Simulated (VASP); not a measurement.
Runs of VASP 6.6.1 on LiCl. The structure is that of space group P4_12_12 (No. 92), or close to it. The cells are those of the table. 

| cell | smearing | gap on the mesh (eV) | largest force (eV/Å) |
| --- | --- | --- | --- |
| a = 7.018, b = 7.018, c = 3.707 Å, 8 atoms | gaussian 0.02 eV | 5.38 | 0.01 |
| a = 6.855, b = 6.855, c = 3.638 Å, 8 atoms | gaussian 0.02 eV | 5.58 | 0.01 |
| a = 6.932, b = 6.932, c = 3.661 Å, 8 atoms | gaussian 0.02 eV | 5.49 | - |
| a = 5.958, b = 5.958, c = 3.252 Å, 8 atoms | gaussian 0.1 eV | 6.28 | (b) |
| a = 6.479, b = 6.479, c = 3.479 Å, 8 atoms | gaussian 0.02 eV | (a) | 0.01 |

Alike in all rows: task single point; level PBE; potentials or basis VASP PAW PBE potentials, release 64 (Li_sv, Cl); no spin polarisation; k mesh 4 × 4 × 6; cutoff (eV) 520.

Fill in the values left out.

(a) 6.10; (b) 0.30.

A k mesh can miss the band edges.
